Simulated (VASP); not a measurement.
# Lu (Im-3m) in VASP: notebook

Runs on Lu. Level: LDA. Tasks: single point.

Everything below comes from runs of VASP 6.6.1. Logs are shortened: lines on timing, memory, paths and dates and some standing lists are left out, and cuts for length are marked.

**1. The cell of the first run**

The structure is cubic, space group Im-3m (No. 229). The conventional cell has a = 3.744 Å, b = 3.744 Å, c = 3.744 Å, α = 90.00°, β = 90.00°, γ = 90.00°. Within 4.3 Å of Lu (site symmetry m-3m) lie 14 Lu at 3.24 to 3.74 Å.

**2. Single point, LDA**

INCAR reads:

```
PREC = Accurate
ENCUT = 520
EDIFF = 1E-7
ISMEAR = -1
SIGMA = 0.1
LREAL = False
LASPH = True
NELM = 80
ALGO = Normal
ISIF = 2
LWAVE = False
LCHARG = False
GGA = CA
NBANDS = 18
```

KPOINTS reads:

```
Automatic mesh
0
Gamma
  13 13 13
```

POSCAR reads:

```
Lu
1.0
   -1.8718843180      1.8718843180      1.8718843180
    1.8718843180     -1.8718843180      1.8718843180
    1.8718843180      1.8718843180     -1.8718843180
Lu
1
Direct
    0.0000000000      0.0000000000      0.0000000000
```

Potentials or basis: VASP PAW PBE potentials, release 64 (Lu).

The run is started by

```bash
cat potpaw_PBE.64/Lu/POTCAR > POTCAR
mpirun -np 1 vasp_std > vasp.out
```

OUTCAR:

```text
PREC = Accurate
   ENCUT = 520
   EDIFF = 1E-7
   ISMEAR = -1
   LREAL = False
   LASPH = True
   NELM = 80
   ISIF = 2
   GGA = CA

 ion  position               nearest neighbor table
   1  0.000  0.000  0.000-

  LATTYP: Found a body centered cubic cell.
 ALAT       =     3.7437686360

  Lattice vectors:

 A1 = (  -1.8718843180,   1.8718843180,   1.8718843180)
 A2 = (   1.8718843180,  -1.8718843180,   1.8718843180)
 A3 = (   1.8718843180,   1.8718843180,  -1.8718843180)

Analysis of symmetry for initial positions (statically):
=====================================================================
 Subroutine PRICEL returns:
 Original cell was already a primitive cell.

 Routine SETGRP: Setting up the symmetry group for a
 body centered cubic supercell.

 Subroutine GETGRP returns: Found 48 space group operations
 (whereof 48 operations were pure point group operations)
 out of a pool of 48 trial point group operations.

The static configuration has the point symmetry O_h .

Analysis of symmetry for dynamics (positions and initial velocities):
=====================================================================
 Subroutine PRICEL returns:
 Original cell was already a primitive cell.

 Routine SETGRP: Setting up the symmetry group for a
 body centered cubic supercell.

 Subroutine GETGRP returns: Found 48 space group operations
 (whereof 48 operations were pure point group operations)
 out of a pool of 48 trial point group operations.

The dynamic configuration has the point symmetry O_h .

 Subroutine INISYM returns: Found 48 space group operations
 (whereof 48 operations are pure point group operations),
 and found     1 'primitive' translations

----------------------------------------------------------------------------------------

                                     Primitive cell

  volume of cell :      26.2360

  direct lattice vectors                    reciprocal lattice vectors
    -1.871884318  1.871884318  1.871884318     0.000000000  0.267110523  0.267110523
     1.871884318 -1.871884318  1.871884318     0.267110523  0.000000000  0.267110523
     1.871884318  1.871884318 -1.871884318     0.267110523  0.267110523  0.000000000

  length of vectors
     3.242198745  3.242198745  3.242198745     0.377751325  0.377751325  0.377751325

  position of ions in fractional coordinates (direct lattice)
     0.000000000  0.000000000  0.000000000

  ion indices of the primitive-cell ions
   primitive index   ion index
                 1           1

----------------------------------------------------------------------------------------

 KPOINTS: Automatic mesh

Automatic generation of k-mesh.
 Grid dimensions read from file:
 generate k-points for:   13   13   13

 Generating k-lattice:

  Cartesian coordinates                     Fractional coordinates (reciprocal lattice)
     0.000000000  0.020546963  0.020546963     0.076923077  0.000000000  0.000000000
     0.020546963  0.000000000  0.020546963     0.000000000  0.076923077  0.000000000
     0.020546963  0.020546963  0.000000000     0.000000000  0.000000000  0.076923077

  Length of vectors
     0.029057794  0.029057794  0.029057794

  Shift w.r.t. Gamma in fractional coordinates (k-lattice)
     0.000000000  0.000000000  0.000000000

 Subroutine IBZKPT returns following result:
 ===========================================

 Found     84 irreducible k-points:

 Following reciprocal coordinates:
            Coordinates               Weight
  0.000000  0.000000  0.000000      1.000000
  0.076923  0.000000  0.000000     12.000000
  0.153846  0.000000  0.000000     12.000000
  0.230769  0.000000  0.000000     12.000000
  0.307692  0.000000  0.000000     12.000000
  0.384615  0.000000  0.000000     12.000000
[... 16 lines left out ...]
  0.153846  0.076923  0.076923     24.000000
  0.230769  0.076923  0.076923     24.000000
 [... further k-points ...]
   k-points           NKPTS =     84   k-points in BZ     NKDIM =     84   number of bands    NBANDS=     18
   number of dos      NEDOS =    301   number of ions     NIONS =      1
   total plane-waves  NPLWV =  13824
   dimension x,y,z NGX =    24 NGY =   24 NGZ =   24
   dimension x,y,z NGXF=    48 NGYF=   48 NGZF=   48
   ions per type =               1
   NGX,Y,Z   is equivalent  to a cutoff of  12.31, 12.31, 12.31 a.u.
   NGXF,Y,Z  is equivalent  to a cutoff of  24.61, 24.61, 24.61 a.u.
 SYSTEM =  unknown system
   PREC   = accura    normal or accurate (medium, high low for compatibility)
   ISTART =      0    job   : 0-new  1-cont  2-samecut
   ICHARG =      2    charge: 1-file 2-atom 10-const
   ISPIN  =      1    spin polarized calculation?
   LNONCOLLINEAR =      F non collinear calculations
   LSORBIT =      F    spin-orbit coupling
   LASPH  =      T    aspherical Exc in radial PAW
   ENCUT  =  520.0 eV  38.22 Ry    6.18 a.u.   6.03  6.03  6.03*2*pi/ulx,y,z
   NELM   =     80;   NELMIN=  2; NELMDL= -5     # of ELM steps
   EDIFF  = 0.1E-06   stopping-criterion for ELM
   LREAL  =      F    real-space projection
   EDIFFG = 0.1E-05   stopping-criterion for IOM
   NSW    =      0    number of steps for IOM
   IBRION =     -1    ionic relax: 0-MD 1-quasi-New 2-CG
   NFREE  =      0    steps in history (QN), initial steepest desc. (CG)
   ISIF   =      2    stress and relaxation
   ISYM   =      2    0-nonsym 1-usesym 2-fastsym
   POTIM  = 0.5000    time-step for ionic-motion
   TEBEG  =    0.0;   TEEND  =   0.0 temperature during run
   PSTRESS=    0.0 pullay stress
   NELECT =      25.0000    total number of electrons
   NUPDOWN=      -1.0000    fix difference up-down
   EMIN   =  10.00;   EMAX   =-10.00  energy-range for DOS
   EFERMI =   0.00;   METHOD = LEGACY
   ISMEAR =    -1;   SIGMA  =   0.10  broadening in eV -4-tet -1-fermi 0-gaus
   EFERMI_NEDOS =   21; number of points for ismear=-14 and -15
   IALGO  =     38    algorithm
   IMIX   =      4    mixing-type and parameters
     AMIX     =   0.40;   BMIX     =  1.00
     AMIX_MAG =   1.60;   BMIX_MAG =  1.00
  volume/ion in A,a.u.               =      26.24       177.05
  Fermi-wavevector in a.u.,A,eV,Ry     =   1.610976  3.044304 35.310449  2.595245
  Thomas-Fermi vector in A             =   2.706440
   LORBIT       =      0    0 simple, 1 ext, 2 COOP (PROOUT), +10 PAW based schemes
   GGA     = CA    functional components
   LHFCALC =     F    Hartree Fock is set to
   AEXX    =    0.0000 exact exchange contribution
   IVDW    =     0    specifies the selected vdW correction
   LEPSILON=     F    determine dielectric tensor
   LRPA    =     F    only Hartree local field effects (RPA)
 non-spin polarized calculation
  energy-cutoff  :      520.00
  volume of cell :       26.24
 maximum number of plane-waves:       718
   NGX = 13   NGY = 13   NGZ = 13

 number of electron      25.0000008 magnetization

 Free energy of the ion-electron system (eV)
  ---------------------------------------------------
  ext. energy  EPLUGINS =         0.00000000
  ---------------------------------------------------
  free energy    TOTEN  =        -5.06450791 eV

  energy without entropy =       -4.99676527  energy(sigma->0) =       -5.03063659

 E-fermi :   2.4948     XC(G=0): -11.5094

 val. band max:        2.4920039099   @ k =  -0.3077   0.3846   0.1538
 cond. band min:       2.5377118294   @ k =   0.3077   0.3077   0.0000
 fundamental gap:      0.0457079194
 Fermi energy:         2.4948177921

 k-point     1 :       0.0000    0.0000    0.0000
  band No.  band energies     occupation
      1     -53.3857      2.00000
      2     -23.9096      2.00000
      3     -23.9096      2.00000
      4     -23.9096      2.00000
      5      -3.8916      2.00000
      6      -2.5623      2.00000
[... 10 lines left out ...]
     17       7.1249      0.00000
     18      14.8148      0.00000

 k-point     2 :       0.0769    0.0000    0.0000
  band No.  band energies     occupation
      1     -53.3826      2.00000
      2     -23.9538      2.00000
      3     -23.9233      2.00000
      4     -23.9098      2.00000
      5      -3.6953      2.00000
      6      -2.5603      2.00000
[... 10 lines left out ...]
     17       7.1235      0.00000
     18      15.0113      0.00000

 k-point     3 :       0.1538    0.0000    0.0000
  band No.  band energies     occupation
      1     -53.3740      2.00000
      2     -24.0743      2.00000
      3     -23.9610      2.00000
      4     -23.9104      2.00000
      5      -3.1353      2.00000
      6      -2.5553      2.00000
[... 10 lines left out ...]
     17       7.1441      0.00000
     18      15.3910      0.00000

 k-point     4 :       0.2308    0.0000    0.0000
  band No.  band energies     occupation
      1     -53.3619      2.00000
      2     -24.2392      2.00000
      3     -24.0137      2.00000
      4     -23.9112      2.00000
      5      -2.5502      2.00000
      6      -2.5319      2.00000
[... 10 lines left out ...]
     17       7.2373      0.00000
     18      15.1512      0.00000

 k-point     5 :       0.3077    0.0000    0.0000
  band No.  band energies     occupation
      1     -53.3490      2.00000
      2     -24.4086      2.00000
      3     -24.0690      2.00000
      4     -23.9121      2.00000
      5      -2.5479      2.00000
      6      -2.5159      2.00000
[... 10 lines left out ...]
     17       7.5611      0.00000
     18      14.0684      0.00000

 k-point     6 :       0.3846    0.0000    0.0000
  band No.  band energies     occupation
      1     -53.3383      2.00000
      2     -24.5449      2.00000
      3     -24.1143      2.00000
      4     -23.9129      2.00000
      5      -2.5488      2.00000
      6      -2.5200      2.00000
[... 307 lines left out ...]
 k-point    21 :       0.3077    0.3077    0.0000
  band No.  band energies     occupation
      1     -53.3252      2.00000
      2     -24.4596      2.00000
      3     -24.3488      2.00000
      4     -23.9993      2.00000
      5      -2.5425      2.00000
      6      -2.5178      2.00000
[... 10 lines left out ...]
     17       9.4720      0.00000
     18      12.0577      0.00000

 k-point    22 :       0.0769    0.0769    0.0769
  band No.  band energies     occupation
      1     -53.3690      2.00000
      2     -24.1562      2.00000
      3     -23.9407      2.00000
      4     -23.9407      2.00000
      5      -2.7862      2.00000
      6      -2.5484      2.00000
[... 10 lines left out ...]
     17       6.9112      0.00000
     18      15.5538      0.00000

 k-point    23 :       0.1538    0.0769    0.0769
  band No.  band energies     occupation
      1     -53.3581      2.00000
      2     -24.2942      2.00000
      3     -23.9963      2.00000
      4     -23.9444      2.00000
      5      -2.5411      2.00000
      6      -2.5268      2.00000
[... 10 lines left out ...]
     17       7.2330      0.00000
     18      15.6422      0.00000

 k-point    24 :       0.2308    0.0769    0.0769
  band No.  band energies     occupation
      1     -53.3465      2.00000
      2     -24.4252      2.00000
      3     -24.0668      2.00000
      4     -23.9484      2.00000
      5      -2.5380      2.00000
      6      -2.5181      2.00000
[... 10 lines left out ...]
     17       8.2025      0.00000
     18      14.1421      0.00000

 [... further k-points ...]

------------------------ aborting loop because EDIFF is reached ----------------------------------------

  FORCE on cell =-STRESS in cart. coord.  units (eV):
  Direction    XX          YY          ZZ          XY          YZ          ZX
  --------------------------------------------------------------------------------------
  -------------------------------------------------------------------------------------
  Total        0.0400999      0.0400999      0.0400999     -0.0000000     -0.0000000      0.0000000
  in kB        2.4488197      2.4488197      2.4488197     -0.0000000     -0.0000000      0.0000000
  external PRESSURE =       2.4488197 kB  Pullay stress =       0.0000000 kB

 VOLUME and BASIS-vectors are now :
 -----------------------------------------------------------------------------
  energy-cutoff  :      520.00
  volume of cell :       26.24
      direct lattice vectors                 reciprocal lattice vectors
    -1.871884318  1.871884318  1.871884318     0.000000000  0.267110523  0.267110523
     1.871884318 -1.871884318  1.871884318     0.267110523  0.000000000  0.267110523
     1.871884318  1.871884318 -1.871884318     0.267110523  0.267110523  0.000000000

 POSITION                                       TOTAL-FORCE (eV/Angst)
 -----------------------------------------------------------------------------------
      0.00000      0.00000      0.00000         0.000000     -0.000000     -0.000000
 -----------------------------------------------------------------------------------
    total drift:                                0.000000      0.000000      0.000000

  FREE ENERGIE OF THE ION-ELECTRON SYSTEM (eV)
  ---------------------------------------------------
  free  energy   TOTEN  =        -5.0645079057 eV

  energy  without entropy=       -4.9967652741  energy(sigma->0) =       -5.03063659
```

Run time: 23 s. Hardware: 1 thread of Intel Xeon Platinum 8488C (Sapphire Rapids), shared host; peak memory 0.16 GiB.

Results:

| Quantity | Value |
| --- | --- |
| Free energy | -5.0645 eV |
| Pressure | 0.2 GPa |

Caveat: the PAW data sets were made with another functional, which shifts forces and pressure a little; spin-orbit coupling is left out, which moves the levels of the heavy elements.

**3. Single point, LDA (volume scaled by 1.04)**

INCAR reads:

```
SYSTEM = Lu
ALGO     = Normal         ! electronic algorithm
EDIFF    = 1E-6           ! SCF threshold, eV
ENCUT    = 520            ! plane-wave cutoff, eV
GGA      = CA             ! functional
ISIF     = 2              ! what is computed and relaxed
ISMEAR   = -1             ! smearing method
LASPH    = .True.         ! aspherical terms in the spheres
LCHARG   = .False.        ! write CHGCAR
LREAL    = .False.        ! projectors in reciprocal space
LWAVE    = .False.        ! write WAVECAR
NBANDS   = 18             ! bands
NELM     = 80             ! most SCF steps
PREC     = Accurate       ! precision mode
SIGMA    = 0.1            ! smearing width, eV
```

KPOINTS reads:

```
k-points
0
Gamma
  13 13 13
  0 0 0
```

POSCAR reads:

```
Lu
1.0
   -1.8965171996      1.8965171996      1.8965171996
    1.8965171996     -1.8965171996      1.8965171996
    1.8965171996      1.8965171996     -1.8965171996
Lu
1
Direct
    0.0000000000      0.0000000000      0.0000000000
```

Potentials or basis: VASP PAW PBE potentials, release 64 (Lu).

The run is started by

```bash
cat potpaw_PBE.64/Lu/POTCAR > POTCAR
mpirun -np 1 vasp_std > vasp.out
```

Wall time 20 s (1 thread of Intel Xeon Platinum 8488C (Sapphire Rapids), shared host); peak memory 0.16 GiB.

Results (log left out):

* Free energy: -5.0603 eV
* Pressure: -1.6 GPa

Levels at points of the mesh, in eV from the Fermi level:
```
           k point  band 9  band 10  band 11  band 12  band 13  band 14  band 15  band 16
(0.00, 0.00, 0.00)   -5.00    -5.00    -5.00    -4.98     2.06     2.06     2.06     4.49
```

Caveat: the PAW data sets were made with another functional, which shifts forces and pressure a little; spin-orbit coupling is left out, which moves the levels of the heavy elements.
